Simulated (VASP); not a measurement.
# SiGe (P6_3mc) in VASP: further runs

Runs on SiGe. Level: PBEsol. Tasks: single point.

Everything below comes from runs of VASP 6.6.1. Logs are shortened: lines on timing, memory, paths and dates and some standing lists are left out, and cuts for length are marked.

### 1 The cell of the first run

Symmetry: P6_3mc, No. 186, hexagonal system. Conventional cell: a = 3.784 Å, b = 3.784 Å, c = 6.250 Å, α = 90.00°, β = 90.00°, γ = 120.00°. Within 3.1 Å of Si (site symmetry 3m) lie 4 Ge at 2.32 to 2.34 Å. Within 3.1 Å of Ge (site symmetry 3m) lie 4 Si at 2.32 to 2.34 Å.

### 2 Single point, PBEsol

Contents of INCAR:

```
ALGO = Normal
EDIFF = 1E-7
ENCUT = 520
GGA = PS
ISIF = 2
ISMEAR = 0
LASPH = T
LCHARG = F
LREAL = F
LWAVE = F
NBANDS = 26
NELM = 60
PREC = Accurate
SIGMA = 0.02
```

Contents of KPOINTS:

```
k-points
0
Gamma
  12 12 6
```

Contents of POSCAR:

```
SiGe
1.0
    3.7835789998      0.0000000000      0.0000000000
   -1.8917894999      3.2766755311      0.0000000000
    0.0000000000      0.0000000000      6.2500909918
Si Ge
2 2
Direct
    0.6666666667      0.3333333333      0.8743341592
    0.3333333333      0.6666666667      0.3743341592
    0.6666666667      0.3333333333      0.5006648408
    0.3333333333      0.6666666667      0.0006648408
```

Potentials or basis: VASP PAW PBE potentials, release 64 (Si, Ge_d).

The run is started by

```
$ cat potpaw_PBE.64/Si/POTCAR potpaw_PBE.64/Ge_d/POTCAR > POTCAR
$ mpirun -np 1 vasp_std > vasp.out
```

OUTCAR:

```text
EDIFF = 1E-7
   ENCUT = 520
   GGA = PS
   ISIF = 2
   ISMEAR = 0
   LASPH = T
   LREAL = F
   NELM = 60
   PREC = Accurate

 ion  position               nearest neighbor table
   1  0.667  0.333  0.874-   4 2.32   4 2.32   4 2.32   3 2.34
   2  0.333  0.667  0.374-   3 2.32   3 2.32   3 2.32   4 2.34
   3  0.667  0.333  0.501-   2 2.32   2 2.32   2 2.32   1 2.34
   4  0.333  0.667  0.001-   1 2.32   1 2.32   1 2.32   2 2.34

  LATTYP: Found a hexagonal cell.
 ALAT       =     3.7835789998
 C/A-ratio  =     1.6518991653

  Lattice vectors:

 A1 = (   3.7835789998,   0.0000000000,   0.0000000000)
 A2 = (  -1.8917894999,   3.2766755311,   0.0000000000)
 A3 = (   0.0000000000,   0.0000000000,   6.2500909918)

Analysis of symmetry for initial positions (statically):
=====================================================================
 Subroutine PRICEL returns:
 Original cell was already a primitive cell.

 Routine SETGRP: Setting up the symmetry group for a
 hexagonal supercell.

 Subroutine GETGRP returns: Found 12 space group operations
 (whereof  6 operations were pure point group operations)
 out of a pool of 24 trial point group operations.

The static configuration has the point symmetry C_3v.
 The point group associated with its full space group is C_6v.

Analysis of symmetry for dynamics (positions and initial velocities):
=====================================================================
 Subroutine PRICEL returns:
 Original cell was already a primitive cell.

 Routine SETGRP: Setting up the symmetry group for a
 hexagonal supercell.

 Subroutine GETGRP returns: Found 12 space group operations
 (whereof  6 operations were pure point group operations)
 out of a pool of 24 trial point group operations.

The dynamic configuration has the point symmetry C_3v.
 The point group associated with its full space group is C_6v.

 Subroutine INISYM returns: Found 12 space group operations
 (whereof  6 operations are pure point group operations),
 and found     1 'primitive' translations

----------------------------------------------------------------------------------------

                                     Primitive cell

  volume of cell :      77.4859

  direct lattice vectors                    reciprocal lattice vectors
     3.783579000  0.000000000  0.000000000     0.264300019  0.152593687  0.000000000
    -1.891789500  3.276675531  0.000000000     0.000000000  0.305187374  0.000000000
     0.000000000  0.000000000  6.250090992     0.000000000  0.000000000  0.159997671

  length of vectors
     3.783579000  3.783579000  6.250090992     0.305187374  0.305187374  0.159997671

  position of ions in fractional coordinates (direct lattice)
     0.666666667  0.333333333  0.874334159
     0.333333333  0.666666667  0.374334159
     0.666666667  0.333333333  0.500664841
     0.333333333  0.666666667  0.000664841

  ion indices of the primitive-cell ions
   primitive index   ion index
                 1           1
                 2           2
                 3           3
                 4           4

----------------------------------------------------------------------------------------

 KPOINTS: k-points

Automatic generation of k-mesh.
 Grid dimensions read from file:
 generate k-points for:   12   12    6

 Generating k-lattice:

  Cartesian coordinates                     Fractional coordinates (reciprocal lattice)
     0.022025002  0.012716141  0.000000000     0.083333333  0.000000000  0.000000000
     0.000000000  0.025432281  0.000000000     0.000000000  0.083333333  0.000000000
     0.000000000  0.000000000  0.026666278     0.000000000  0.000000000  0.166666667

  Length of vectors
     0.025432281  0.025432281  0.026666278

  Shift w.r.t. Gamma in fractional coordinates (k-lattice)
     0.000000000  0.000000000  0.000000000

 Subroutine IBZKPT returns following result:
 ===========================================

 Found     76 irreducible k-points:

 Following reciprocal coordinates:
            Coordinates               Weight
  0.000000  0.000000  0.000000      1.000000
  0.083333 -0.000000  0.000000      6.000000
  0.166667  0.000000  0.000000      6.000000
  0.250000  0.000000  0.000000      6.000000
  0.333333 -0.000000  0.000000      6.000000
  0.416667 -0.000000  0.000000      6.000000
[... 16 lines left out ...]
  0.250000  0.000000  0.166667     12.000000
  0.333333 -0.000000  0.166667     12.000000
 [... further k-points ...]
   k-points           NKPTS =     76   k-points in BZ     NKDIM =     76   number of bands    NBANDS=     26
   number of dos      NEDOS =    301   number of ions     NIONS =      4
   total plane-waves  NPLWV =  37632
   dimension x,y,z NGX =    28 NGY =   28 NGZ =   48
   dimension x,y,z NGXF=    56 NGYF=   56 NGZF=   96
   ions per type =               2   2
   NGX,Y,Z   is equivalent  to a cutoff of  12.30, 12.30, 12.77 a.u.
   NGXF,Y,Z  is equivalent  to a cutoff of  24.61, 24.61, 25.54 a.u.
 SYSTEM =  unknown system
   PREC   = accura    normal or accurate (medium, high low for compatibility)
   ISTART =      0    job   : 0-new  1-cont  2-samecut
   ICHARG =      2    charge: 1-file 2-atom 10-const
   ISPIN  =      1    spin polarized calculation?
   LNONCOLLINEAR =      F non collinear calculations
   LSORBIT =      F    spin-orbit coupling
   LASPH  =      T    aspherical Exc in radial PAW
   ENCUT  =  520.0 eV  38.22 Ry    6.18 a.u.   7.03  7.03 11.62*2*pi/ulx,y,z
   NELM   =     60;   NELMIN=  2; NELMDL= -5     # of ELM steps
   EDIFF  = 0.1E-06   stopping-criterion for ELM
   LREAL  =      F    real-space projection
   EDIFFG = 0.1E-05   stopping-criterion for IOM
   NSW    =      0    number of steps for IOM
   IBRION =     -1    ionic relax: 0-MD 1-quasi-New 2-CG
   NFREE  =      0    steps in history (QN), initial steepest desc. (CG)
   ISIF   =      2    stress and relaxation
   ISYM   =      2    0-nonsym 1-usesym 2-fastsym
   POTIM  = 0.5000    time-step for ionic-motion
   TEBEG  =    0.0;   TEEND  =   0.0 temperature during run
   PSTRESS=    0.0 pullay stress
   NELECT =      36.0000    total number of electrons
   NUPDOWN=      -1.0000    fix difference up-down
   EMIN   =  10.00;   EMAX   =-10.00  energy-range for DOS
   EFERMI =   0.00;   METHOD = LEGACY
   ISMEAR =     0;   SIGMA  =   0.02  broadening in eV -4-tet -1-fermi 0-gaus
   EFERMI_NEDOS =   21; number of points for ismear=-14 and -15
   IALGO  =     38    algorithm
   IMIX   =      4    mixing-type and parameters
     AMIX     =   0.40;   BMIX     =  1.00
     AMIX_MAG =   1.60;   BMIX_MAG =  1.00
  volume/ion in A,a.u.               =      19.37       130.73
  Fermi-wavevector in a.u.,A,eV,Ry     =   1.267948  2.396074 21.873982  1.607692
  Thomas-Fermi vector in A             =   2.401069
   LORBIT       =      0    0 simple, 1 ext, 2 COOP (PROOUT), +10 PAW based schemes
   GGA     = PS    functional components
   LHFCALC =     F    Hartree Fock is set to
   AEXX    =    0.0000 exact exchange contribution
   IVDW    =     0    specifies the selected vdW correction
   LEPSILON=     F    determine dielectric tensor
   LRPA    =     F    only Hartree local field effects (RPA)
 non-spin polarized calculation
 Gauss-broadening in eV      SIGMA  =   0.02
  energy-cutoff  :      520.00
  volume of cell :       77.49
 maximum number of plane-waves:      2106
   NGX = 15   NGY = 15   NGZ = 23

 number of electron      36.0000029 magnetization

 Free energy of the ion-electron system (eV)
  ---------------------------------------------------
  ext. energy  EPLUGINS =         0.00000000
  ---------------------------------------------------
  free energy    TOTEN  =       -21.06805311 eV

  energy without entropy =      -21.06805311  energy(sigma->0) =      -21.06805311

 E-fermi :   6.6435     XC(G=0): -10.2821

 val. band max:        6.5540064921   @ k =   0.0000   0.0000   0.0000
 cond. band min:       6.7306362630   @ k =   0.5000   0.0000   0.0000
 fundamental gap:      0.1766297708
 Fermi energy:         6.6435344066

 k-point     1 :       0.0000    0.0000    0.0000
  band No.  band energies     occupation
      1     -18.0957      2.00000
      2     -18.0955      2.00000
      3     -18.0912      2.00000
      4     -18.0912      2.00000
      5     -18.0873      2.00000
      6     -18.0873      2.00000
[... 18 lines left out ...]
     25      10.9395      0.00000
     26      13.0419      0.00000

 k-point     2 :       0.0833   -0.0000    0.0000
  band No.  band energies     occupation
      1     -18.0958      2.00000
      2     -18.0950      2.00000
      3     -18.0914      2.00000
      4     -18.0907      2.00000
      5     -18.0870      2.00000
      6     -18.0866      2.00000
[... 18 lines left out ...]
     25      11.2850      0.00000
     26      12.3788      0.00000

 k-point     3 :       0.1667    0.0000    0.0000
  band No.  band energies     occupation
      1     -18.0966      2.00000
      2     -18.0937      2.00000
      3     -18.0917      2.00000
      4     -18.0892      2.00000
      5     -18.0858      2.00000
      6     -18.0848      2.00000
[... 18 lines left out ...]
     25      12.1768      0.00000
     26      12.2533      0.00000

 k-point     4 :       0.2500    0.0000    0.0000
  band No.  band energies     occupation
      1     -18.0981      2.00000
      2     -18.0931      2.00000
      3     -18.0912      2.00000
      4     -18.0875      2.00000
      5     -18.0837      2.00000
      6     -18.0824      2.00000
[... 18 lines left out ...]
     25      13.1177      0.00000
     26      13.2719      0.00000

 k-point     5 :       0.3333   -0.0000    0.0000
  band No.  band energies     occupation
      1     -18.0997      2.00000
      2     -18.0939      2.00000
      3     -18.0894      2.00000
      4     -18.0860      2.00000
      5     -18.0814      2.00000
      6     -18.0801      2.00000
[... 18 lines left out ...]
     25      13.4730      0.00000
     26      14.2250      0.00000

 k-point     6 :       0.4167   -0.0000    0.0000
  band No.  band energies     occupation
      1     -18.1010      2.00000
      2     -18.0946      2.00000
      3     -18.0880      2.00000
      4     -18.0852      2.00000
      5     -18.0798      2.00000
      6     -18.0786      2.00000
[... 427 lines left out ...]
 k-point    21 :       0.0833   -0.0000    0.1667
  band No.  band energies     occupation
      1     -18.0958      2.00000
      2     -18.0951      2.00000
      3     -18.0911      2.00000
      4     -18.0904      2.00000
      5     -18.0873      2.00000
      6     -18.0869      2.00000
[... 18 lines left out ...]
     25      11.0561      0.00000
     26      12.7621      0.00000

 k-point    22 :       0.1667    0.0000    0.1667
  band No.  band energies     occupation
      1     -18.0965      2.00000
      2     -18.0943      2.00000
      3     -18.0909      2.00000
      4     -18.0889      2.00000
      5     -18.0861      2.00000
      6     -18.0851      2.00000
[... 18 lines left out ...]
     25      12.0136      0.00000
     26      12.1574      0.00000

 k-point    23 :       0.2500    0.0000    0.1667
  band No.  band energies     occupation
      1     -18.0980      2.00000
      2     -18.0942      2.00000
      3     -18.0899      2.00000
      4     -18.0871      2.00000
      5     -18.0841      2.00000
      6     -18.0827      2.00000
[... 18 lines left out ...]
     25      13.0808      0.00000
     26      13.2027      0.00000

 k-point    24 :       0.3333   -0.0000    0.1667
  band No.  band energies     occupation
      1     -18.0995      2.00000
      2     -18.0949      2.00000
      3     -18.0883      2.00000
      4     -18.0856      2.00000
      5     -18.0819      2.00000
      6     -18.0805      2.00000
[... 18 lines left out ...]
     25      13.9411      0.00000
     26      14.2424      0.00000

 [... further k-points ...]
[... 5 lines left out ...]
  --------------------------------------------------------------------------------------
  -------------------------------------------------------------------------------------
  Total        4.3256388      4.3256388      4.4905923      0.0000000     -0.0000000     -0.0000000
  in kB       89.4413299     89.4413299     92.8520776      0.0000000     -0.0000000     -0.0000000
  external PRESSURE =      90.5782458 kB  Pullay stress =       0.0000000 kB

 VOLUME and BASIS-vectors are now :
 -----------------------------------------------------------------------------
  energy-cutoff  :      520.00
  volume of cell :       77.49
      direct lattice vectors                 reciprocal lattice vectors
     3.783579000  0.000000000  0.000000000     0.264300019  0.152593687  0.000000000
    -1.891789500  3.276675531  0.000000000     0.000000000  0.305187374  0.000000000
     0.000000000  0.000000000  6.250090992     0.000000000  0.000000000  0.159997671

 POSITION                                       TOTAL-FORCE (eV/Angst)
 -----------------------------------------------------------------------------------
      1.89179      1.09223      5.46467         0.000000      0.000000     -0.003141
     -0.00000      2.18445      2.33962        -0.000000     -0.000000     -0.003141
      1.89179      1.09223      3.12920         0.000000      0.000000      0.003141
     -0.00000      2.18445      0.00416        -0.000000     -0.000000      0.003141
 -----------------------------------------------------------------------------------
    total drift:                               -0.000001     -0.000001     -0.001594

  FREE ENERGIE OF THE ION-ELECTRON SYSTEM (eV)
  ---------------------------------------------------
  free  energy   TOTEN  =       -21.0680531074 eV

  energy  without entropy=      -21.0680531074  energy(sigma->0) =      -21.06805311
```

Wall time 64 s (1 thread of Intel Xeon 6975P-C (Granite Rapids), shared host); peak memory 0.26 GiB.

Results:

```
Free energy            : -21.0681 eV
Pressure               : 9.1 GPa
Largest force          : 0.003 eV/Å
Band gap on the k mesh : 0.18 eV, indirect (least direct gap 0.66 eV)
```

Forces on the atoms (eV/Å):
```
Si   0.000  0.000 -0.003
Si   0.000  0.000 -0.003
Ge   0.000  0.000  0.003
Ge   0.000  0.000  0.003
```

Levels at points of the mesh, in eV from the valence-band top:
```
           k point  band 14  band 15  band 16  band 17  band 18  band 19  band 20  band 21  band 22  band 23
(0.00, 0.00, 0.00)    -1.75    -1.75    -0.39     0.00     0.00     0.66     1.97     1.97     2.13     3.05
(0.50, 0.00, 0.00)    -6.70    -5.28    -3.52    -3.43    -1.68     0.18     2.15     3.12     3.25     4.47
(0.00, 0.00, 0.50)    -4.82    -1.08    -1.08    -1.08    -1.08     1.49     1.49     3.08     3.08     3.08
(0.50, 0.00, 0.50)    -8.06    -2.85    -2.85    -2.79    -2.79     0.62     0.62     1.62     1.62     5.96
```

Caveat: the PAW data sets were made with another functional, which shifts forces and pressure a little. A k mesh can miss the band edges.

(Part 1 of 2 ends here.)
